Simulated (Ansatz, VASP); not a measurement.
## One calculation of Sc6Te2Rh, two programs

```
CELL_PARAMETERS angstrom
3.78357 6.70646 0.03764
-3.81343 6.72370 -0.08050
0.05875 -0.01230 3.88090
ATOMIC_POSITIONS crystal
Sc 0.23924 0.75813 0.97732
Sc 0.77321 0.98209 0.04556
Sc 0.00616 0.26809 0.94920
Sc 0.56650 0.39447 0.45573
Sc 0.38911 0.06685 0.46386
Sc 0.02068 0.57593 0.47652
Rh 0.01326 0.00788 0.60195
Te 0.31354 0.35931 0.96381
Te 0.66457 0.65925 0.95394
```

Alike in both runs: task single point; functional LDA; k mesh 3 × 3 × 5; no spin polarisation.

```csv
,VASP,Ansatz
version,VASP 6.6.1,Ansatz 0.2.0
potentials or method,"VASP PAW LDA potentials, release 64 (Sc_sv, Rh_pv, Te), cutoff 520 eV",PAW plane waves
occupations,"fermi-dirac, width 0.1 eV",fermi-dirac
valence electrons in the cell,93,115
```

|  | VASP | Ansatz | Ansatz less VASP |
| --- | --- | --- | --- |
| pressure (GPa) | -1.1 | -1.4 | -0.35 |
| traceless stress, the component that is largest in VASP (GPa) | 1.97 | 1.95 | -0.013 |
| rms of the force components (eV/Å) | 0.857 | 0.838 | -0.0194 |

LDA's correlation is that of Perdew and Zunger in VASP and of Perdew and Wang (1992) in Ansatz. Atom by atom the forces differ by 0.036 eV/Å (rms over components). VASP's potentials hold 93 valence electrons a cell and Ansatz's 115, so a difference there can come from the potentials and not from the codes.

Spin-orbit coupling is off throughout.
